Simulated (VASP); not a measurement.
# Ti (Fm-3m) in VASP: single point with LDA

Aim: the single point of Ti with LDA.

All numbers are computed with VASP 6.6.1; they aren't measurements. Logs are shortened: lines on timing, memory, paths and dates and some standing lists are left out, and cuts for length are marked.

### 1 The cell of the first run

Symmetry: Fm-3m, No. 225, cubic system. The conventional cell has a = 4.060 Å, b = 4.060 Å, c = 4.060 Å, α = 90.00°, β = 90.00°, γ = 90.00°. Within 3.8 Å of Ti (site symmetry m-3m) lie 12 Ti at 2.87 Å.

This isn't the form of Ti at room conditions, which is hcp.

### 2 Single point, LDA

File INCAR:

```
ALGO = Normal ; EDIFF = 1E-6
ENCUT = 500 ; GGA_COMPAT = False
ISIF = 2 ; ISMEAR = -1
LASPH = True ; LCHARG = False
LREAL = False ; LWAVE = False
NBANDS = 19 ; NELM = 120
PREC = Accurate ; SIGMA = 0.02
```

File KPOINTS:

```
k-points
0
Gamma
  8 8 4
```

File POSCAR:

```
Ti
1.0
    0.0000000000      2.0300000000      2.0300000000
    2.0300000000      0.0000000000      2.0300000000
    4.0600000000      4.0600000000      0.0000000000
Ti
2
Direct
    0.0000000000      0.0000000000      0.0000000000
    0.0000000000      0.0000000000      0.5000000000
```

Potentials or basis: VASP PAW LDA potentials, release 64 (Ti_sv).

Run with:

```bash
> cat potpaw_LDA.64/Ti_sv/POTCAR > POTCAR
> mpirun -np 1 vasp_std > vasp.out
```

OUTCAR:

```text
EDIFF = 1E-6
   ENCUT = 500
   ISIF = 2
   ISMEAR = -1
   LASPH = True
   LREAL = False
   NELM = 120
   PREC = Accurate

 ion  position               nearest neighbor table
   1  0.000  0.000  0.000-   2 2.87   2 2.87   2 2.87   2 2.87   2 2.87   2 2.87
   2  0.000  0.000  0.500-   1 2.87   1 2.87   1 2.87   1 2.87   1 2.87   1 2.87

  LATTYP: Found a trigonal (rhomboedric) cell.
 ALAT       =     4.9724641778
 COS(alpha) =     0.8333333333

  Lattice vectors:

 A1 = (   4.0600000000,   2.0300000000,  -2.0300000000)
 A2 = (   2.0300000000,   2.0300000000,  -4.0600000000)
 A3 = (   2.0300000000,   4.0600000000,  -2.0300000000)

Analysis of symmetry for initial positions (statically):
=====================================================================
 Subroutine PRICEL returns following result:

  LATTYP: Found a face centered cubic cell.
 ALAT       =     4.0600000000

  Lattice vectors:

 A1 = (   0.0000000000,   2.0300000000,   2.0300000000)
 A2 = (   2.0300000000,   0.0000000000,   2.0300000000)
 A3 = (   2.0300000000,   2.0300000000,   0.0000000000)

   2 primitive cells build up your supercell.

 Routine SETGRP: Setting up the symmetry group for a
 trigonal (rhombohedral) supercell.

 Subroutine GETGRP returns: Found 12 space group operations
 (whereof 12 operations were pure point group operations)
 out of a pool of 12 trial point group operations.

The static configuration has the point symmetry D_3d.

Analysis of symmetry for dynamics (positions and initial velocities):
=====================================================================
 Subroutine PRICEL returns following result:

  LATTYP: Found a face centered cubic cell.
 ALAT       =     4.0600000000

  Lattice vectors:

 A1 = (   0.0000000000,   2.0300000000,   2.0300000000)
 A2 = (   2.0300000000,   0.0000000000,   2.0300000000)
 A3 = (   2.0300000000,   2.0300000000,   0.0000000000)

   2 primitive cells build up your supercell.

 Routine SETGRP: Setting up the symmetry group for a
 trigonal (rhombohedral) supercell.

 Subroutine GETGRP returns: Found 12 space group operations
 (whereof 12 operations were pure point group operations)
 out of a pool of 12 trial point group operations.

The dynamic configuration has the point symmetry D_3d.

 Subroutine INISYM returns: Found 12 space group operations
 (whereof 12 operations are pure point group operations),
 and found     2 'primitive' translations

----------------------------------------------------------------------------------------

                                     Primitive cell

  volume of cell :      16.7309

  direct lattice vectors                    reciprocal lattice vectors
     0.000000000  2.030000000  2.030000000    -0.246305419  0.246305419  0.246305419
     2.030000000  0.000000000  2.030000000     0.246305419 -0.246305419  0.246305419
     2.030000000  2.030000000  0.000000000     0.246305419  0.246305419 -0.246305419

  length of vectors
     2.870853532  2.870853532  2.870853532     0.426613499  0.426613499  0.426613499

  position of ions in fractional coordinates (direct lattice)
     0.000000000  0.000000000  0.000000000

  ion indices of the primitive-cell ions
   primitive index   ion index
                 1           1

----------------------------------------------------------------------------------------

 KPOINTS: k-points

Automatic generation of k-mesh.
 Grid dimensions read from file:
 generate k-points for:    8    8    4

 Generating k-lattice:

  Cartesian coordinates                     Fractional coordinates (reciprocal lattice)
    -0.030788177  0.030788177  0.030788177     0.125000000  0.000000000  0.000000000
     0.030788177 -0.030788177  0.030788177     0.000000000  0.125000000  0.000000000
     0.030788177  0.030788177 -0.030788177     0.000000000  0.000000000  0.250000000

  Length of vectors
     0.053326687  0.053326687  0.053326687

  Shift w.r.t. Gamma in fractional coordinates (k-lattice)
     0.000000000  0.000000000  0.000000000

 -----------------------------------------------------------------------------
|                                                                             |
|           W    W    AA    RRRRR   N    N  II  N    N   GGGG   !!!           |
|           W    W   A  A   R    R  NN   N  II  NN   N  G    G  !!!           |
|           W    W  A    A  R    R  N N  N  II  N N  N  G       !!!           |
|           W WW W  AAAAAA  RRRRR   N  N N  II  N  N N  G  GGG   !            |
|           WW  WW  A    A  R   R   N   NN  II  N   NN  G    G                |
|           W    W  A    A  R    R  N    N  II  N    N   GGGG   !!!           |
|                                                                             |
|     Your reciprocal lattice and k-lattice belong to different lattice       |
|     classes:                                                                |
|                                                                             |
|        The reciprocal lattice is rhombohedral (trigonal),                   |
|        whereas your k-lattice is body-centered cubic.                       |
|                                                                             |
|     Results are often still useful ...                                      |
|                                                                             |
 -----------------------------------------------------------------------------

 Subroutine IBZKPT returns following result:
 ===========================================

 Found     35 irreducible k-points:

 Following reciprocal coordinates:
            Coordinates               Weight
  0.000000  0.000000  0.000000      1.000000
  0.125000  0.000000  0.000000      6.000000
  0.250000  0.000000  0.000000      6.000000
  0.375000  0.000000  0.000000      6.000000
  0.500000  0.000000  0.000000      3.000000
  0.125000  0.125000  0.000000      6.000000
[... 16 lines left out ...]
  0.500000  0.000000  0.250000      6.000000
 -0.250000  0.000000  0.250000      6.000000
 [... further k-points ...]
   k-points           NKPTS =     35   k-points in BZ     NKDIM =     35   number of bands    NBANDS=     19
   number of dos      NEDOS =    301   number of ions     NIONS =      2
   total plane-waves  NPLWV =  24192
   dimension x,y,z NGX =    24 NGY =   24 NGZ =   42
   dimension x,y,z NGXF=    48 NGYF=   48 NGZF=   84
   ions per type =               2
   NGX,Y,Z   is equivalent  to a cutoff of  13.90, 13.90, 12.16 a.u.
   NGXF,Y,Z  is equivalent  to a cutoff of  27.80, 27.80, 24.32 a.u.
 SYSTEM =  unknown system
   PREC   = accura    normal or accurate (medium, high low for compatibility)
   ISTART =      0    job   : 0-new  1-cont  2-samecut
   ICHARG =      2    charge: 1-file 2-atom 10-const
   ISPIN  =      1    spin polarized calculation?
   LNONCOLLINEAR =      F non collinear calculations
   LSORBIT =      F    spin-orbit coupling
   LASPH  =      T    aspherical Exc in radial PAW
   ENCUT  =  500.0 eV  36.75 Ry    6.06 a.u.   5.23  5.23 10.47*2*pi/ulx,y,z
   NELM   =    120;   NELMIN=  2; NELMDL= -5     # of ELM steps
   EDIFF  = 0.1E-05   stopping-criterion for ELM
   LREAL  =      F    real-space projection
   EDIFFG = 0.1E-04   stopping-criterion for IOM
   NSW    =      0    number of steps for IOM
   IBRION =     -1    ionic relax: 0-MD 1-quasi-New 2-CG
   NFREE  =      0    steps in history (QN), initial steepest desc. (CG)
   ISIF   =      2    stress and relaxation
   ISYM   =      2    0-nonsym 1-usesym 2-fastsym
   POTIM  = 0.5000    time-step for ionic-motion
   TEBEG  =    0.0;   TEEND  =   0.0 temperature during run
   PSTRESS=    0.0 pullay stress
   NELECT =      24.0000    total number of electrons
   NUPDOWN=      -1.0000    fix difference up-down
   EMIN   =  10.00;   EMAX   =-10.00  energy-range for DOS
   EFERMI =   0.00;   METHOD = LEGACY
   ISMEAR =    -1;   SIGMA  =   0.02  broadening in eV -4-tet -1-fermi 0-gaus
   EFERMI_NEDOS =   21; number of points for ismear=-14 and -15
   IALGO  =     38    algorithm
   IMIX   =      4    mixing-type and parameters
     AMIX     =   0.40;   BMIX     =  1.00
     AMIX_MAG =   1.60;   BMIX_MAG =  1.00
  volume/ion in A,a.u.               =      16.73       112.91
  Fermi-wavevector in a.u.,A,eV,Ry     =   1.465421  2.769245 29.217967  2.147460
  Thomas-Fermi vector in A             =   2.581280
   LORBIT       =      0    0 simple, 1 ext, 2 COOP (PROOUT), +10 PAW based schemes
   GGA     = CA    functional components
   LHFCALC =     F    Hartree Fock is set to
   AEXX    =    0.0000 exact exchange contribution
   IVDW    =     0    specifies the selected vdW correction
   LEPSILON=     F    determine dielectric tensor
   LRPA    =     F    only Hartree local field effects (RPA)
 non-spin polarized calculation
  energy-cutoff  :      500.00
  volume of cell :       33.46
 maximum number of plane-waves:       878
 NGX is ok and might be reduce to    24
   NGX = 11   NGY = 11   NGZ = 21

 number of electron      24.0000001 magnetization

 Free energy of the ion-electron system (eV)
  ---------------------------------------------------
  ext. energy  EPLUGINS =         0.00000000
  ---------------------------------------------------
  free energy    TOTEN  =       -16.96675580 eV

  energy without entropy =      -16.96305597  energy(sigma->0) =      -16.96490588

 E-fermi :   8.4167     XC(G=0): -11.9671

 val. band max:        8.3533380028   @ k =   0.1250   0.1250   0.0000
 cond. band min:       8.4388886546   @ k =   0.2500   0.0000   0.0000
 fundamental gap:      0.0855506519
 Fermi energy:         8.4166719930

 k-point     1 :       0.0000    0.0000    0.0000
  band No.  band energies     occupation
      1     -47.5924      2.00000
      2     -47.4421      2.00000
      3     -24.5524      2.00000
      4     -23.8729      2.00000
      5     -23.8729      2.00000
      6     -23.7738      2.00000
[... 11 lines left out ...]
     18      10.9299      0.00000
     19      12.0848      0.00000

 k-point     2 :       0.1250    0.0000    0.0000
  band No.  band energies     occupation
      1     -47.5707      2.00000
      2     -47.4350      2.00000
      3     -24.5035      2.00000
      4     -23.9429      2.00000
      5     -23.8986      2.00000
      6     -23.8919      2.00000
[... 11 lines left out ...]
     18      10.8356      0.00000
     19      12.1095      0.00000

 k-point     3 :       0.2500    0.0000    0.0000
  band No.  band energies     occupation
      1     -47.5178      2.00000
      2     -47.4179      2.00000
      3     -24.4152      2.00000
      4     -24.1710      2.00000
      5     -24.0769      2.00000
      6     -23.9601      2.00000
[... 11 lines left out ...]
     18      11.0168      0.00000
     19      12.1737      0.00000

 k-point     4 :       0.3750    0.0000    0.0000
  band No.  band energies     occupation
      1     -47.4644      2.00000
      2     -47.4006      2.00000
      3     -24.4480      2.00000
      4     -24.4422      2.00000
      5     -24.0827      2.00000
      6     -24.0210      2.00000
[... 11 lines left out ...]
     18      11.7084      0.00000
     19      12.2607      0.00000

 k-point     5 :       0.5000    0.0000    0.0000
  band No.  band energies     occupation
      1     -47.4421      2.00000
      2     -47.3935      2.00000
      3     -24.5524      2.00000
      4     -24.4987      2.00000
      5     -24.0461      2.00000
      6     -24.0461      2.00000
[... 11 lines left out ...]
     18      12.0848      0.00000
     19      12.3913      0.00000
[... 334 lines left out ...]
      2     -47.4146      2.00000
      3     -24.3947      2.00000
      4     -24.1537      2.00000
      5     -24.0946      2.00000
      6     -23.9273      2.00000
[... 11 lines left out ...]
     18      11.3036      0.00000
     19      11.6490      0.00000

 k-point    22 :       0.3750    0.0000    0.2500
  band No.  band energies     occupation
      1     -47.4678      2.00000
      2     -47.3973      2.00000
      3     -24.3728      2.00000
      4     -24.3521      2.00000
      5     -24.2184      2.00000
      6     -23.9884      2.00000
[... 11 lines left out ...]
     18      11.8514      0.00000
     19      11.9475      0.00000

 k-point    23 :       0.5000    0.0000    0.2500
  band No.  band energies     occupation
      1     -47.4350      2.00000
      2     -47.4006      2.00000
      3     -24.5035      2.00000
      4     -24.4480      2.00000
      5     -24.0827      2.00000
      6     -24.0210      2.00000
[... 11 lines left out ...]
     18      12.2607      0.00000
     19      12.7570      0.00000

 k-point    24 :      -0.2500    0.0000    0.2500
  band No.  band energies     occupation
      1     -47.4855      2.00000
      2     -47.4506      2.00000
      3     -24.3153      2.00000
      4     -24.2682      2.00000
      5     -23.9769      2.00000
      6     -23.9534      2.00000
[... 11 lines left out ...]
     18      11.6127      0.00000
     19      11.9210      0.00000

 [... further k-points ...]

------------------------ aborting loop because EDIFF is reached ----------------------------------------

  FORCE on cell =-STRESS in cart. coord.  units (eV):
  Direction    XX          YY          ZZ          XY          YZ          ZX
  --------------------------------------------------------------------------------------
  -------------------------------------------------------------------------------------
  Total       -1.0557638     -1.0557638     -1.0557638      0.0000737     -0.0000737     -0.0000737
  in kB      -50.5509397    -50.5509397    -50.5509397      0.0035282     -0.0035282     -0.0035282
  external PRESSURE =     -50.5509397 kB  Pullay stress =       0.0000000 kB

 VOLUME and BASIS-vectors are now :
 -----------------------------------------------------------------------------
  energy-cutoff  :      500.00
  volume of cell :       33.46
      direct lattice vectors                 reciprocal lattice vectors
     0.000000000  2.030000000  2.030000000    -0.246305419  0.246305419  0.246305419
     2.030000000  0.000000000  2.030000000     0.246305419 -0.246305419  0.246305419
     4.060000000  4.060000000  0.000000000     0.123152709  0.123152709 -0.123152709

 POSITION                                       TOTAL-FORCE (eV/Angst)
 -----------------------------------------------------------------------------------
      0.00000      0.00000      0.00000        -0.000000     -0.000000     -0.000000
      2.03000      2.03000      0.00000         0.000000      0.000000      0.000000
 -----------------------------------------------------------------------------------
    total drift:                                0.000000      0.000000      0.000000

  FREE ENERGIE OF THE ION-ELECTRON SYSTEM (eV)
  ---------------------------------------------------
  free  energy   TOTEN  =       -16.9667557952 eV

  energy  without entropy=      -16.9630559663  energy(sigma->0) =      -16.96490588
```

Run time: 9.1 s. Hardware: 1 thread of Intel Xeon 6975P-C (Granite Rapids), shared host; peak memory 0.14 GiB.

What came out:

* Free energy: -16.9668 eV
* Pressure: -5.1 GPa
* Band gap on the k mesh: zero (bands 12 and 13 overlap by 1.08 eV)

Caveat: the cell stands under tension.
